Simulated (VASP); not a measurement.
# PbSe (F-43m) in VASP: notebook

PbSe is run at these levels: PBEsol, LDA, r2SCAN, PBE; tasks: relaxation of cell and atoms, single point.

Everything below comes from runs of VASP 6.6.1. Logs are shortened: lines on timing, memory, paths and dates and some standing lists are left out, and cuts for length are marked.

### Step 1. The cell of the first run

It takes space group F-43m (No. 216, cubic). Conventional cell: a = 6.898 Å, b = 6.898 Å, c = 6.898 Å, α = 90.00°, β = 90.00°, γ = 90.00°. Within 3.9 Å of Pb (site symmetry -43m) lie 4 Se at 2.99 Å. Se (site symmetry -43m) has 4 Pb at 2.99 Å within 3.9 Å.

### Step 2. Relaxation of cell and atoms, PBEsol

The input, INCAR:

```
  PREC = Accurate
  ENCUT = 600
  EDIFF = 1E-7
  ISMEAR = -1
  SIGMA = 0.02
  LREAL = False
  LASPH = True
  NELM = 100
  ALGO = Normal
  ISIF = 3
  LWAVE = False
  LCHARG = False
  GGA = PS
  IBRION = 2
  NSW = 80
  EDIFFG = -0.005
```

The input, KPOINTS:

```
Automatic mesh
0
Gamma
  6 6 6
```

The input, POSCAR:

```
PbSe
1.0
    0.0000000000      3.4487878618      3.4487878618
    3.4487878618      0.0000000000      3.4487878618
    3.4487878618      3.4487878618      0.0000000000
Pb Se
1 1
Direct
    0.0000000000      0.0000000000      0.0000000000
    0.2500000000      0.2500000000      0.2500000000
```

Potentials or basis: VASP PAW PBE potentials, release 64 (Pb_d, Se).

On the command line:

```sh
cat potpaw_PBE.64/Pb_d/POTCAR potpaw_PBE.64/Se/POTCAR > POTCAR
mpirun -np 1 vasp_std > vasp.out
```

OUTCAR:

```text
PREC = Accurate
   ENCUT = 600
   EDIFF = 1E-7
   ISMEAR = -1
   LREAL = False
   LASPH = True
   NELM = 100
   ISIF = 3
   GGA = PS
   IBRION = 2
   NSW = 80
   EDIFFG = -0.005

 ion  position               nearest neighbor table
   1  0.000  0.000  0.000-   2 2.99   2 2.99   2 2.99   2 2.99
   2  0.250  0.250  0.250-   1 2.99   1 2.99   1 2.99   1 2.99

  LATTYP: Found a face centered cubic cell.
 ALAT       =     6.8975757236

  Lattice vectors:

 A1 = (   0.0000000000,   3.4487878618,   3.4487878618)
 A2 = (   3.4487878618,   0.0000000000,   3.4487878618)
 A3 = (   3.4487878618,   3.4487878618,   0.0000000000)

Analysis of symmetry for initial positions (statically):
=====================================================================
 Subroutine PRICEL returns:
 Original cell was already a primitive cell.

 Routine SETGRP: Setting up the symmetry group for a
 face centered cubic supercell.

 Subroutine GETGRP returns: Found 24 space group operations
 (whereof 24 operations were pure point group operations)
 out of a pool of 48 trial point group operations.

The static configuration has the point symmetry T_d .

Analysis of symmetry for dynamics (positions and initial velocities):
=====================================================================
 Subroutine PRICEL returns:
 Original cell was already a primitive cell.

 Routine SETGRP: Setting up the symmetry group for a
 face centered cubic supercell.

 Subroutine GETGRP returns: Found 24 space group operations
 (whereof 24 operations were pure point group operations)
 out of a pool of 48 trial point group operations.

The dynamic configuration has the point symmetry T_d .

 Subroutine INISYM returns: Found 24 space group operations
 (whereof 24 operations are pure point group operations),
 and found     1 'primitive' translations

----------------------------------------------------------------------------------------

                                     Primitive cell

  volume of cell :      82.0407

  direct lattice vectors                    reciprocal lattice vectors
     0.000000000  3.448787862  3.448787862    -0.144978474  0.144978474  0.144978474
     3.448787862  0.000000000  3.448787862     0.144978474 -0.144978474  0.144978474
     3.448787862  3.448787862  0.000000000     0.144978474  0.144978474 -0.144978474

  length of vectors
     4.877322568  4.877322568  4.877322568     0.251110082  0.251110082  0.251110082

  position of ions in fractional coordinates (direct lattice)
     0.000000000  0.000000000  0.000000000
     0.250000000  0.250000000  0.250000000

  ion indices of the primitive-cell ions
   primitive index   ion index
                 1           1
                 2           2

----------------------------------------------------------------------------------------

 KPOINTS: Automatic mesh

Automatic generation of k-mesh.
 Grid dimensions read from file:
 generate k-points for:    6    6    6

 Generating k-lattice:

  Cartesian coordinates                     Fractional coordinates (reciprocal lattice)
    -0.024163079  0.024163079  0.024163079     0.166666667  0.000000000  0.000000000
     0.024163079 -0.024163079  0.024163079     0.000000000  0.166666667  0.000000000
     0.024163079  0.024163079 -0.024163079     0.000000000  0.000000000  0.166666667

  Length of vectors
     0.041851680  0.041851680  0.041851680

  Shift w.r.t. Gamma in fractional coordinates (k-lattice)
     0.000000000  0.000000000  0.000000000

 Subroutine IBZKPT returns following result:
 ===========================================

 Found     16 irreducible k-points:

 Following reciprocal coordinates:
            Coordinates               Weight
  0.000000  0.000000  0.000000      1.000000
  0.166667  0.000000  0.000000      8.000000
  0.333333  0.000000  0.000000      8.000000
  0.500000  0.000000  0.000000      4.000000
  0.166667  0.166667  0.000000      6.000000
  0.333333  0.166667  0.000000     24.000000
[... 8 lines left out ...]
 -0.333333  0.333333  0.166667     24.000000
 -0.333333  0.500000  0.166667     12.000000
   k-points           NKPTS =     16   k-points in BZ     NKDIM =     16   number of bands    NBANDS=     14
   number of dos      NEDOS =    301   number of ions     NIONS =      2
   total plane-waves  NPLWV =  64000
   dimension x,y,z NGX =    40 NGY =   40 NGZ =   40
   dimension x,y,z NGXF=    80 NGYF=   80 NGZF=   80
   ions per type =               1   1
   NGX,Y,Z   is equivalent  to a cutoff of  13.63, 13.63, 13.63 a.u.
   NGXF,Y,Z  is equivalent  to a cutoff of  27.27, 27.27, 27.27 a.u.
 SYSTEM =  unknown system
   PREC   = accura    normal or accurate (medium, high low for compatibility)
   ISTART =      0    job   : 0-new  1-cont  2-samecut
   ICHARG =      2    charge: 1-file 2-atom 10-const
   ISPIN  =      1    spin polarized calculation?
   LNONCOLLINEAR =      F non collinear calculations
   LSORBIT =      F    spin-orbit coupling
   LASPH  =      T    aspherical Exc in radial PAW
   ENCUT  =  600.0 eV  44.10 Ry    6.64 a.u.   9.74  9.74  9.74*2*pi/ulx,y,z
   NELM   =    100;   NELMIN=  2; NELMDL= -5     # of ELM steps
   EDIFF  = 0.1E-06   stopping-criterion for ELM
   LREAL  =      F    real-space projection
   EDIFFG = -.5E-02   stopping-criterion for IOM
   NSW    =     80    number of steps for IOM
   IBRION =      2    ionic relax: 0-MD 1-quasi-New 2-CG
   NFREE  =      1    steps in history (QN), initial steepest desc. (CG)
   ISIF   =      3    stress and relaxation
   ISYM   =      2    0-nonsym 1-usesym 2-fastsym
   POTIM  = 0.5000    time-step for ionic-motion
   TEBEG  =    0.0;   TEEND  =   0.0 temperature during run
   PSTRESS=    0.0 pullay stress
   NELECT =      20.0000    total number of electrons
   NUPDOWN=      -1.0000    fix difference up-down
   EMIN   =  10.00;   EMAX   =-10.00  energy-range for DOS
   EFERMI =   0.00;   METHOD = LEGACY
   ISMEAR =    -1;   SIGMA  =   0.02  broadening in eV -4-tet -1-fermi 0-gaus
   EFERMI_NEDOS =   21; number of points for ismear=-14 and -15
   IALGO  =     38    algorithm
   IMIX   =      4    mixing-type and parameters
     AMIX     =   0.40;   BMIX     =  1.00
     AMIX_MAG =   1.60;   BMIX_MAG =  1.00
  volume/ion in A,a.u.               =      41.02       276.82
  Fermi-wavevector in a.u.,A,eV,Ry     =   1.022685  1.932594 14.230111  1.045884
  Thomas-Fermi vector in A             =   2.156377
   LORBIT       =      0    0 simple, 1 ext, 2 COOP (PROOUT), +10 PAW based schemes
   GGA     = PS    functional components
   LHFCALC =     F    Hartree Fock is set to
   AEXX    =    0.0000 exact exchange contribution
   IVDW    =     0    specifies the selected vdW correction
   LEPSILON=     F    determine dielectric tensor
   LRPA    =     F    only Hartree local field effects (RPA)
 conjugate gradient relaxation of ions
 non-spin polarized calculation
  energy-cutoff  :      600.00
  volume of cell :       82.04
 maximum number of plane-waves:      2764
   NGX = 19   NGY = 19   NGZ = 19

--------------------------------------- Ionic step        1  -------------------------------------------

 number of electron      20.0000002 magnetization

 Free energy of the ion-electron system (eV)
  ---------------------------------------------------
  ext. energy  EPLUGINS =         0.00000000
  ---------------------------------------------------
  free energy    TOTEN  =        -8.36879102 eV

  energy without entropy =       -8.36879101  energy(sigma->0) =       -8.36879101

------------------------ aborting loop because EDIFF is reached ----------------------------------------

  FORCE on cell =-STRESS in cart. coord.  units (eV):
  Direction    XX          YY          ZZ          XY          YZ          ZX
  --------------------------------------------------------------------------------------
  -------------------------------------------------------------------------------------
  Total       -0.7738797     -0.7738797     -0.7738797     -0.0000000      0.0000000      0.0000000
  in kB      -15.1131353    -15.1131353    -15.1131353     -0.0000000      0.0000000      0.0000000
  external PRESSURE =     -15.1131353 kB  Pullay stress =       0.0000000 kB

 VOLUME and BASIS-vectors are now :
 -----------------------------------------------------------------------------
  energy-cutoff  :      600.00
  volume of cell :       82.04
      direct lattice vectors                 reciprocal lattice vectors
     0.000000000  3.448787862  3.448787862    -0.144978474  0.144978474  0.144978474
     3.448787862  0.000000000  3.448787862     0.144978474 -0.144978474  0.144978474
     3.448787862  3.448787862  0.000000000     0.144978474  0.144978474 -0.144978474

 POSITION                                       TOTAL-FORCE (eV/Angst)
 -----------------------------------------------------------------------------------
      0.00000      0.00000      0.00000        -0.000000      0.000000     -0.000000
      1.72439      1.72439      1.72439         0.000000     -0.000000      0.000000
 -----------------------------------------------------------------------------------
    total drift:                                0.000000      0.000000      0.000000

  FREE ENERGIE OF THE ION-ELECTRON SYSTEM (eV)
  ---------------------------------------------------
  free  energy   TOTEN  =        -8.3687910151 eV
[... 17 lines left out ...]
 VOLUME and BASIS-vectors are now :
 -----------------------------------------------------------------------------
  energy-cutoff  :      600.00
  volume of cell :       77.53
      direct lattice vectors                 reciprocal lattice vectors
     0.000000000  3.384409324  3.384409324    -0.147736267  0.147736267  0.147736267
     3.384409324 -0.000000000  3.384409324     0.147736267 -0.147736267  0.147736267
     3.384409324  3.384409324  0.000000000     0.147736267  0.147736267 -0.147736267

 POSITION                                       TOTAL-FORCE (eV/Angst)
 -----------------------------------------------------------------------------------
      6.76882      3.38441      3.38441        -0.000000     -0.000000     -0.000000
      1.69220      1.69220      1.69220         0.000000      0.000000      0.000000
 -----------------------------------------------------------------------------------
    total drift:                                0.000000      0.000000      0.000000

  FREE ENERGIE OF THE ION-ELECTRON SYSTEM (eV)
  ---------------------------------------------------
  free  energy   TOTEN  =        -8.3875527207 eV

  energy  without entropy=       -8.3875527092  energy(sigma->0) =       -8.38755271

--------------------------------------- Ionic step        3  -------------------------------------------

 number of electron      20.0000000 magnetization

 Free energy of the ion-electron system (eV)
  ---------------------------------------------------
  ext. energy  EPLUGINS =         0.00000000
  ---------------------------------------------------
  free energy    TOTEN  =        -8.38804647 eV

  energy without entropy =       -8.38804647  energy(sigma->0) =       -8.38804647

 E-fermi :   2.6382     XC(G=0):  -8.0418

 val. band max:        2.3163900339   @ k =  -0.3333   0.5000   0.1667
 cond. band min:       2.9321641321   @ k =   0.5000   0.5000   0.0000
 fundamental gap:      0.6157740982
 Fermi energy:         2.6381691711

 k-point     1 :       0.0000    0.0000    0.0000
  band No.  band energies     occupation
      1     -14.3138      2.00000
      2     -14.3138      2.00000
      3     -14.3138      2.00000
      4     -14.2765      2.00000
      5     -14.2765      2.00000
      6     -10.5274      2.00000
      7      -3.9306      2.00000
      8       0.7328      2.00000
      9       0.7328      2.00000
     10       0.7328      2.00000
     11       4.4926      0.00000
     12       4.4926      0.00000
     13       4.4926      0.00000
     14       6.9934      0.00000

 k-point     2 :       0.1667    0.0000    0.0000
  band No.  band energies     occupation
      1     -14.3218      2.00000
      2     -14.3111      2.00000
      3     -14.3111      2.00000
      4     -14.2763      2.00000
      5     -14.2763      2.00000
      6     -10.3897      2.00000
      7      -4.3510      2.00000
      8       0.5690      2.00000
      9       0.5690      2.00000
     10       0.7214      2.00000
     11       4.4302      0.00000
     12       4.7605      0.00000
     13       4.7605      0.00000
     14       8.1142      0.00000
[... 249 lines left out ...]
 VOLUME and BASIS-vectors are now :
 -----------------------------------------------------------------------------
  energy-cutoff  :      600.00
  volume of cell :       78.12
      direct lattice vectors                 reciprocal lattice vectors
     0.000000000  3.392988747  3.392988747    -0.147362705  0.147362705  0.147362705
     3.392988747 -0.000000000  3.392988747     0.147362705 -0.147362705  0.147362705
     3.392988747  3.392988747  0.000000000     0.147362705  0.147362705 -0.147362705

 POSITION                                       TOTAL-FORCE (eV/Angst)
 -----------------------------------------------------------------------------------
      0.00000      0.00000      0.00000         0.000000     -0.000000     -0.000000
      1.69649      1.69649      1.69649        -0.000000      0.000000      0.000000
 -----------------------------------------------------------------------------------
    total drift:                                0.000000      0.000000      0.000000

  FREE ENERGIE OF THE ION-ELECTRON SYSTEM (eV)
  ---------------------------------------------------
  free  energy   TOTEN  =        -8.3880464733 eV

  energy  without entropy=       -8.3880464657  energy(sigma->0) =       -8.38804647

 reached required accuracy - stopping structural energy minimisation
```

It took 32 s on 1 thread of AMD EPYC 9R45 (Zen 5), shared host; peak memory 0.22 GiB.

What came out:

```
Free energy                           : -8.3880 eV
Relaxed volume                        : 39.06 Å³/atom
Relaxed cell                          : a = 4.798 Å, b = 4.798 Å, c = 4.798 Å, α = 60.00°, β = 60.00°, γ = 60.00°
Space group after relaxing (to 0.1 Å) : F-43m (No. 216)
Energy gained by relaxing             : 9.6 meV/atom
Ionic steps                           : 3
Pressure after relaxing               : 0.0 GPa
Band gap on the k mesh                : 0.62 eV (least direct gap 1.05 eV)
```

Step by step:
```csv
step,energy change (eV),largest force (eV/Å),pressure (GPa),volume (Å³)
1,0.0000,0.0000,-1.51,82.04
2,-0.0188,0.0000,0.27,77.53
3,-0.0193,0.0000,0.00,78.12
```

Final structure:
```
Pb Se
1.0
     0.00000    3.39299    3.39299
     3.39299    0.00000    3.39299
     3.39299    3.39299    0.00000
Pb Se
1 1
Direct
  0.00000 0.00000 0.00000
  0.25000 0.25000 0.25000
```

Levels at points of the mesh, in eV from the valence-band top:
```csv
k point,band 7,band 8,band 9,band 10,band 11,band 12,band 13,band 14
"(0.00, 0.00, 0.00)",-6.25,-1.58,-1.58,-1.58,2.18,2.18,2.18,4.68
"(0.50, 0.00, 0.00)",-7.86,-2.14,-2.14,-1.99,2.96,2.96,3.79,6.49
"(0.50, 0.50, 0.00)",-8.24,-2.87,-2.87,-0.44,0.62,5.05,5.05,5.94
```

Caveat: the structure was generated, so it needn't be the stable form of PbSe; the PAW data sets were made with another functional, which shifts forces and pressure a little; spin-orbit coupling is left out, which moves the levels of the heavy elements.

### Step 3. Relaxation of cell and atoms, LDA

The input, INCAR:

```
SYSTEM = PbSe
ALGO = Normal
EDIFF = 1E-6
EDIFFG = -0.005
ENCUT = 600
IBRION = 2
ISIF = 3
ISMEAR = -1
LASPH = .True.
LCHARG = .False.
LREAL = .False.
LWAVE = .False.
NELM = 80
NSW = 80
PREC = Accurate
SIGMA = 0.02
```

The input, KPOINTS:

```
k-points
0
Gamma
  6 6 6
  0 0 0
```

POSCAR is that of step 2.

Potentials or basis: VASP PAW LDA potentials, release 64 (Pb_d, Se).

On the command line:

```sh
cat potpaw_LDA.64/Pb_d/POTCAR potpaw_LDA.64/Se/POTCAR > POTCAR
mpirun -np 1 vasp_std > vasp.out
```

It took 24 s on 1 thread of AMD EPYC 9R45 (Zen 5), shared host; peak memory 0.17 GiB.

It converged, with:

- Free energy: -8.8477 eV
- Relaxed volume: 37.86 Å³/atom
- Relaxed cell: a = 4.749 Å, b = 4.749 Å, c = 4.749 Å, α = 60.00°, β = 60.00°, γ = 60.00°
- Space group after relaxing (to 0.1 Å): F-43m (No. 216)
- Energy gained by relaxing: 26.5 meV/atom
- Ionic steps: 3
- Pressure after relaxing: 0.0 GPa
- Band gap on the k mesh: 0.46 eV (least direct gap 0.93 eV)

The path:
| step | energy change (eV) | largest force (eV/Å) | pressure (GPa) | volume (Å³) |
| --- | --- | --- | --- | --- |
| 1 | 0.0000 | 0.0000 | -2.51 | 82.04 |
| 2 | -0.0510 | 0.0000 | 0.56 | 74.64 |
| 3 | -0.0529 | 0.0000 | 0.00 | 75.73 |

Final structure:
```
CELL_PARAMETERS angstrom
0.00000 3.35794 3.35794
3.35794 0.00000 3.35794
3.35794 3.35794 0.00000
ATOMIC_POSITIONS crystal
Pb 0.00000 0.00000 0.00000
Se 0.25000 0.25000 0.25000
```

Levels at points of the mesh, in eV from the valence-band top:
| k point | band 6 | band 7 | band 8 | band 9 | band 10 | band 11 | band 12 | band 13 | band 14 |
| --- | --- | --- | --- | --- | --- | --- | --- | --- | --- |
| (0.00, 0.00, 0.00) | -13.05 | -6.22 | -1.67 | -1.67 | -1.67 | 2.11 | 2.11 | 2.11 | 4.58 |
| (0.50, 0.00, 0.00) | -12.36 | -7.97 | -2.25 | -2.25 | -2.09 | 2.90 | 2.90 | 3.79 | 6.38 |
| (0.50, 0.50, 0.00) | -12.09 | -8.36 | -3.02 | -3.02 | -0.47 | 0.46 | 5.11 | 5.11 | 5.87 |

Caveat: the structure was generated, so it needn't be the stable form of PbSe; spin-orbit coupling is left out, which moves the levels of the heavy elements.

[end of part 1 of 2]
